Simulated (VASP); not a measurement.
Runs of VASP 6.6.1 on V. The structure is that of space group Pm-3m (No. 221), or close to it. The cells are those of the table. This isn't the form of V at room conditions, which is bcc.

```tsv
task	cell	cutoff (eV)	gap on the mesh (eV)	pressure (GPa)	moment (μB)
relaxation of cell and atoms	relaxed to 30 GPa from a = 2.480 Å, 1 atom	600	none	30.0	0.00
single point	a = 2.359 Å, 1 atom	520	none	(a)	0.00
relaxation of cell and atoms	relaxed to 20 GPa from a = 2.480 Å, 1 atom	600	none	19.8	0.00
single point	a = 2.402 Å, 1 atom	520	none	10.4	0.00
single point	a = 2.323 Å, 1 atom	520	none	30.8	0.00
```

Alike in all rows: level PBE; potentials or basis VASP PAW PBE potentials, release 64 (V_sv); spin collinear, ferromagnetic start; k mesh 10 × 10 × 10; smearing fermi-dirac 0.1 eV.

Q: Estimate the missing entries.

A: (a) 20.6.

Caveats: the cell stands under pressure (at least some runs); the cell is relaxed towards a set pressure, so the run minimises the enthalpy, not the energy (at least some runs).

A gap of «none» marks levels without a gap at the run's occupations.
